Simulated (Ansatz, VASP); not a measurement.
## BAs in VASP and in Ansatz

INCAR

```
ALGO     = Normal         # electronic algorithm
EDIFF    = 1E-8           # SCF threshold, eV
ENCUT    = 520            # plane-wave cutoff, eV
GGA      = PE             # functional
ISIF     = 2              # what is computed and relaxed
ISMEAR   = -1             # smearing method
LASPH    = True           # aspherical terms in the spheres
LCHARG   = False          # write CHGCAR
LEFG     = True         
LREAL    = False          # projectors in reciprocal space
LWAVE    = False          # write WAVECAR
NBANDS   = 11             # bands
NELM     = 80             # most SCF steps
PREC     = Accurate       # precision mode
SIGMA    = 0.05           # smearing width, eV
```

File KPOINTS:

```
k-points
0
Gamma
  13 13 13
```

POSCAR

```
BAs
1.0
    0.0000000000      2.4199312360      2.4199312360
    2.4199312360      0.0000000000      2.4199312360
    2.4199312360      2.4199312360      0.0000000000
B As
1 1
Direct
    0.0000000000      0.0000000000      0.0000000000
    0.7500000000      0.7500000000      0.7500000000
```

Input for Ansatz:

```yaml
crystal:
  lattice:
    - [0.0, 2.419931236, 2.419931236]
    - [2.419931236, 0.0, 2.419931236]
    - [2.419931236, 2.419931236, 0.0]
  atoms:
    - { symbol: B, position: [0.0, 0.0, 0.0] }
    - { symbol: As, position: [0.75, 0.75, 0.75] }
kpoints:
  mp_grid: { grid: [13, 13, 13] }
scf:
  occupations: { method: fermi_dirac, width: 0.05 }
hamiltonian:
  xc: pbe
  pseudopotentials: { kind: all_electron, datasets: crystal }
output:
  forces: true
  stress: true
  eigenvalues: true
  efg: { contact_densities: true }
```

Change from the starting cell: volume scaled by 1.04, crystal datasets.

Alike in both runs: task electric field gradients; functional PBE; k mesh 13 × 13 × 13; occupations fermi-dirac, width 0.05 eV; no spin polarisation.

|  | VASP | Ansatz |
| --- | --- | --- |
| version | VASP 6.6.1 | Ansatz 0.2.0 |
| potentials or method | VASP PAW PBE potentials, release 64 (B, As), cutoff 520 eV | all-electron PAW with datasets made for the crystal, scalar-relativistic |

|  | VASP | Ansatz | Ansatz less VASP |
| --- | --- | --- | --- |
| pressure (GPa) | -1.9 | -2.4 | -0.58 |

Ansatz ran all-electron here, and VASP with PAW potentials.
